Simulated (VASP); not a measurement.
# GaN (P6_3mc) in VASP: relaxation of cell and atoms with PBEsol

Aim: the relaxation of cell and atoms of GaN with PBEsol.

Everything below comes from runs of VASP 6.6.1. Logs are shortened: lines on timing, memory, paths and dates and some standing lists are left out, and cuts for length are marked.

**1. The cell of the first run**

Symmetry: P6_3mc, No. 186, hexagonal system. Conventional cell: a = 3.180 Å, b = 3.180 Å, c = 5.166 Å, α = 90.00°, β = 90.00°, γ = 120.00°. Within 2.6 Å of Ga (site symmetry 3m) lie 4 N at 1.94 to 1.95 Å. Within 2.6 Å of N (site symmetry 3m) lie 4 Ga at 1.94 to 1.95 Å.

**2. Relaxation of cell and atoms, PBEsol**

INCAR reads:

```
PREC = Accurate ; ENCUT = 600
EDIFF = 1E-6 ; ISMEAR = 0
SIGMA = 0.02 ; LREAL = F
LASPH = T ; NELM = 100
ALGO = Normal ; ISIF = 3
LWAVE = F ; LCHARG = F
GGA = PS ; IBRION = 2
NSW = 100 ; EDIFFG = -0.005
```

KPOINTS reads:

```
regular mesh
0
Gamma
  12 12 6
```

POSCAR reads:

```
GaN
1.0
    3.1799996605      0.0000000000      0.0000000000
   -1.5899998303      2.7539604900      0.0000000000
    0.0000000000      0.0000000000      5.1660000000
Ga N
2 2
Direct
    0.3333333333      0.6666666667      0.0000000000
    0.6666666667      0.3333333333      0.5000000000
    0.3333333333      0.6666666667      0.3750000000
    0.6666666667      0.3333333333      0.8750000000
```

Potentials or basis: VASP PAW PBE potentials, release 64 (Ga_d, N).

Launch:

```
cat potpaw_PBE.64/Ga_d/POTCAR potpaw_PBE.64/N/POTCAR > POTCAR
mpirun -np 1 vasp_std > vasp.out
```

OUTCAR:

```text
PREC = Accurate
   ENCUT = 600
   EDIFF = 1E-6
   ISMEAR = 0
   LREAL = F
   LASPH = T
   NELM = 100
   ISIF = 3
   GGA = PS
   IBRION = 2
   NSW = 100
   EDIFFG = -0.005

 ion  position               nearest neighbor table
   1  0.333  0.667  0.000-   3 1.94   4 1.95   4 1.95   4 1.95
   2  0.667  0.333  0.500-   4 1.94   3 1.95   3 1.95   3 1.95
   3  0.333  0.667  0.375-   1 1.94   2 1.95   2 1.95   2 1.95
   4  0.667  0.333  0.875-   2 1.94   1 1.95   1 1.95   1 1.95

  LATTYP: Found a hexagonal cell.
 ALAT       =     3.1799996605
 C/A-ratio  =     1.6245284753

  Lattice vectors:

 A1 = (   3.1799996605,   0.0000000000,   0.0000000000)
 A2 = (  -1.5899998303,   2.7539604900,   0.0000000000)
 A3 = (   0.0000000000,   0.0000000000,   5.1660000000)

Analysis of symmetry for initial positions (statically):
=====================================================================
 Subroutine PRICEL returns:
 Original cell was already a primitive cell.

 Routine SETGRP: Setting up the symmetry group for a
 hexagonal supercell.

 Subroutine GETGRP returns: Found 12 space group operations
 (whereof  6 operations were pure point group operations)
 out of a pool of 24 trial point group operations.

The static configuration has the point symmetry C_3v.
 The point group associated with its full space group is C_6v.

Analysis of symmetry for dynamics (positions and initial velocities):
=====================================================================
 Subroutine PRICEL returns:
 Original cell was already a primitive cell.

 Routine SETGRP: Setting up the symmetry group for a
 hexagonal supercell.

 Subroutine GETGRP returns: Found 12 space group operations
 (whereof  6 operations were pure point group operations)
 out of a pool of 24 trial point group operations.

The dynamic configuration has the point symmetry C_3v.
 The point group associated with its full space group is C_6v.

 Subroutine INISYM returns: Found 12 space group operations
 (whereof  6 operations are pure point group operations),
 and found     1 'primitive' translations

----------------------------------------------------------------------------------------

                                     Primitive cell

  volume of cell :      45.2417

  direct lattice vectors                    reciprocal lattice vectors
     3.179999661  0.000000000  0.000000000     0.314465442  0.181556708  0.000000000
    -1.589999830  2.753960490  0.000000000     0.000000000  0.363113416  0.000000000
     0.000000000  0.000000000  5.166000000     0.000000000  0.000000000  0.193573364

  length of vectors
     3.179999661  3.179999661  5.166000000     0.363113416  0.363113416  0.193573364

  position of ions in fractional coordinates (direct lattice)
     0.333333333  0.666666667  0.000000000
     0.666666667  0.333333333  0.500000000
     0.333333333  0.666666667  0.375000000
     0.666666667  0.333333333  0.875000000

  ion indices of the primitive-cell ions
   primitive index   ion index
                 1           1
                 2           2
                 3           3
                 4           4

----------------------------------------------------------------------------------------

 KPOINTS: regular mesh

Automatic generation of k-mesh.
 Grid dimensions read from file:
 generate k-points for:   12   12    6

 Generating k-lattice:

  Cartesian coordinates                     Fractional coordinates (reciprocal lattice)
     0.026205454  0.015129726  0.000000000     0.083333333  0.000000000  0.000000000
     0.000000000  0.030259451  0.000000000     0.000000000  0.083333333  0.000000000
     0.000000000  0.000000000  0.032262227     0.000000000  0.000000000  0.166666667

  Length of vectors
     0.030259451  0.030259451  0.032262227

  Shift w.r.t. Gamma in fractional coordinates (k-lattice)
     0.000000000  0.000000000  0.000000000

 Subroutine IBZKPT returns following result:
 ===========================================

 Found     76 irreducible k-points:

 Following reciprocal coordinates:
            Coordinates               Weight
  0.000000  0.000000  0.000000      1.000000
  0.083333  0.000000  0.000000      6.000000
  0.166667  0.000000  0.000000      6.000000
  0.250000  0.000000  0.000000      6.000000
  0.333333  0.000000  0.000000      6.000000
  0.416667  0.000000  0.000000      6.000000
[... 16 lines left out ...]
  0.250000  0.000000  0.166667     12.000000
  0.333333  0.000000  0.166667     12.000000
 [... further k-points ...]
   k-points           NKPTS =     76   k-points in BZ     NKDIM =     76   number of bands    NBANDS=     22
   number of dos      NEDOS =    301   number of ions     NIONS =      4
   total plane-waves  NPLWV =  32928
   dimension x,y,z NGX =    28 NGY =   28 NGZ =   42
   dimension x,y,z NGXF=    56 NGYF=   56 NGZF=   84
   ions per type =               2   2
   NGX,Y,Z   is equivalent  to a cutoff of  14.64, 14.64, 13.52 a.u.
   NGXF,Y,Z  is equivalent  to a cutoff of  29.28, 29.28, 27.03 a.u.
 SYSTEM =  unknown system
   PREC   = accura    normal or accurate (medium, high low for compatibility)
   ISTART =      0    job   : 0-new  1-cont  2-samecut
   ICHARG =      2    charge: 1-file 2-atom 10-const
   ISPIN  =      1    spin polarized calculation?
   LNONCOLLINEAR =      F non collinear calculations
   LSORBIT =      F    spin-orbit coupling
   LASPH  =      T    aspherical Exc in radial PAW
   ENCUT  =  600.0 eV  44.10 Ry    6.64 a.u.   6.35  6.35 10.32*2*pi/ulx,y,z
   NELM   =    100;   NELMIN=  2; NELMDL= -5     # of ELM steps
   EDIFF  = 0.1E-05   stopping-criterion for ELM
   LREAL  =      F    real-space projection
   EDIFFG = -.5E-02   stopping-criterion for IOM
   NSW    =    100    number of steps for IOM
   IBRION =      2    ionic relax: 0-MD 1-quasi-New 2-CG
   NFREE  =      1    steps in history (QN), initial steepest desc. (CG)
   ISIF   =      3    stress and relaxation
   ISYM   =      2    0-nonsym 1-usesym 2-fastsym
   POTIM  = 0.5000    time-step for ionic-motion
   TEBEG  =    0.0;   TEEND  =   0.0 temperature during run
   PSTRESS=    0.0 pullay stress
   NELECT =      36.0000    total number of electrons
   NUPDOWN=      -1.0000    fix difference up-down
   EMIN   =  10.00;   EMAX   =-10.00  energy-range for DOS
   EFERMI =   0.00;   METHOD = LEGACY
   ISMEAR =     0;   SIGMA  =   0.02  broadening in eV -4-tet -1-fermi 0-gaus
   EFERMI_NEDOS =   21; number of points for ismear=-14 and -15
   IALGO  =     38    algorithm
   IMIX   =      4    mixing-type and parameters
     AMIX     =   0.40;   BMIX     =  1.00
     AMIX_MAG =   1.60;   BMIX_MAG =  1.00
  volume/ion in A,a.u.               =      11.31        76.33
  Fermi-wavevector in a.u.,A,eV,Ry     =   1.517036  2.866783 31.312431  2.301399
  Thomas-Fermi vector in A             =   2.626346
   LORBIT       =      0    0 simple, 1 ext, 2 COOP (PROOUT), +10 PAW based schemes
   GGA     = PS    functional components
   LHFCALC =     F    Hartree Fock is set to
   AEXX    =    0.0000 exact exchange contribution
   IVDW    =     0    specifies the selected vdW correction
   LEPSILON=     F    determine dielectric tensor
   LRPA    =     F    only Hartree local field effects (RPA)
 conjugate gradient relaxation of ions
 non-spin polarized calculation
 Gauss-broadening in eV      SIGMA  =   0.02
  energy-cutoff  :      600.00
  volume of cell :       45.24
 maximum number of plane-waves:      1530
 NGX is ok and might be reduce to    28
   NGX = 13   NGY = 13   NGZ = 21

--------------------------------------- Ionic step        1  -------------------------------------------

 number of electron      35.9999995 magnetization

 Free energy of the ion-electron system (eV)
  ---------------------------------------------------
  ext. energy  EPLUGINS =         0.00000000
  ---------------------------------------------------
  free energy    TOTEN  =       -26.26991797 eV

  energy without entropy =      -26.26991797  energy(sigma->0) =      -26.26991797

------------------------ aborting loop because EDIFF is reached ----------------------------------------

  FORCE on cell =-STRESS in cart. coord.  units (eV):
  Direction    XX          YY          ZZ          XY          YZ          ZX
  --------------------------------------------------------------------------------------
  -------------------------------------------------------------------------------------
  Total       -0.0139690     -0.0139690      0.5836864      0.0000000      0.0000000      0.0000000
  in kB       -0.4946931     -0.4946931     20.6705014      0.0000000      0.0000000      0.0000000
  external PRESSURE =       6.5603717 kB  Pullay stress =       0.0000000 kB
[... 95 lines left out ...]
  FREE ENERGIE OF THE ION-ELECTRON SYSTEM (eV)
  ---------------------------------------------------
  free  energy   TOTEN  =       -26.2718728471 eV

  energy  without entropy=      -26.2718728471  energy(sigma->0) =      -26.27187285

[... ionic steps 4 to 7 ...]

--------------------------------------- Ionic step        8  -------------------------------------------

 number of electron      35.9999995 magnetization

------------------------ aborting loop because EDIFF is reached ----------------------------------------

  FORCE on cell =-STRESS in cart. coord.  units (eV):
  Direction    XX          YY          ZZ          XY          YZ          ZX
  --------------------------------------------------------------------------------------
  -------------------------------------------------------------------------------------
  Total        0.0202472      0.0202472      0.0152860     -0.0000000     -0.0000000     -0.0000000
  in kB        0.7147804      0.7147804      0.5396360     -0.0000000     -0.0000000     -0.0000000
  external PRESSURE =       0.6563989 kB  Pullay stress =       0.0000000 kB
[... 61 lines left out ...]
  energy  without entropy=      -26.2718860682  energy(sigma->0) =      -26.27188607

--------------------------------------- Ionic step       10  -------------------------------------------

 number of electron      35.9999995 magnetization

 Free energy of the ion-electron system (eV)
  ---------------------------------------------------
  ext. energy  EPLUGINS =         0.00000000
  ---------------------------------------------------
  free energy    TOTEN  =       -26.27189439 eV

  energy without entropy =      -26.27189439  energy(sigma->0) =      -26.27189439

 E-fermi :   5.4103     XC(G=0): -11.9400

 val. band max:        5.2599460103   @ k =   0.0000   0.0000   0.0000
 cond. band min:       7.1666322551   @ k =   0.0000   0.0000   0.0000
 fundamental gap:      1.9066862448
 Fermi energy:         5.4102739952

 k-point     1 :       0.0000    0.0000    0.0000
  band No.  band energies     occupation
      1     -10.7771      2.00000
      2      -9.8011      2.00000
      3      -8.1482      2.00000
      4      -8.1321      2.00000
      5      -8.1321      2.00000
      6      -8.0689      2.00000
[... 574 lines left out ...]
      6      -7.9206      2.00000
[... 14 lines left out ...]
     21      12.2209      0.00000
     22      13.4882      0.00000

 [... further k-points ...]
[... 5 lines left out ...]
  --------------------------------------------------------------------------------------
  -------------------------------------------------------------------------------------
  Total        0.0090477      0.0090477     -0.0085586     -0.0000000      0.0000000     -0.0000000
  in kB        0.3193703      0.3193703     -0.3021066     -0.0000000      0.0000000     -0.0000000
  external PRESSURE =       0.1122113 kB  Pullay stress =       0.0000000 kB
[... 19 lines left out ...]
  FREE ENERGIE OF THE ION-ELECTRON SYSTEM (eV)
  ---------------------------------------------------
  free  energy   TOTEN  =       -26.2718943857 eV

  energy  without entropy=      -26.2718943857  energy(sigma->0) =      -26.27189439

 reached required accuracy - stopping structural energy minimisation
```

It took 2.5 min on 1 thread of Intel Xeon 6975P-C (Granite Rapids), shared host; peak memory 0.23 GiB.

What came out:

| Property | Result |
| --- | --- |
| Free energy | -26.2719 eV |
| Relaxed volume | 11.35 Å³/atom |
| Relaxed cell | a = 3.180 Å, b = 3.180 Å, c = 5.183 Å, α = 90.00°, β = 90.00°, γ = 120.00° |
| Space group after relaxing (to 0.1 Å) | P6_3mc (No. 186) |
| Energy gained by relaxing | 0.5 meV/atom |
| Ionic steps | 10 |
| Pressure after relaxing | 0.0 GPa |
| Band gap on the k mesh | 1.91 eV |

The path:
```
step  energy change (eV)  largest force (eV/Å)  pressure (GPa)  volume (Å³)
   1              0.0000                0.1310            0.66        45.24
   2             -0.0005                0.0881           -0.51        45.54
   3             -0.0020                0.0103            0.08        45.40
   4             -0.0020                0.0048           -0.08        45.41
   5             -0.0020                0.0060            0.14        45.37
   6             -0.0020                0.0065            0.01        45.39
   7             -0.0020                0.0042            0.14        45.38
   8             -0.0020                0.0073            0.07        45.38
   9             -0.0020                0.0078            0.02        45.38
  10             -0.0020                0.0004            0.01        45.39
```

Final structure:
```
Ga N
1.0
     3.17995    0.00000    0.00000
    -1.58997    2.75391    0.00000
     0.00000    0.00000    5.18301
Ga N
2 2
Direct
  0.33333 0.66667 0.99923
  0.66667 0.33333 0.49923
  0.33333 0.66667 0.37577
  0.66667 0.33333 0.87577
```

Caveat: the PAW data sets were made with another functional, which shifts forces and pressure a little.
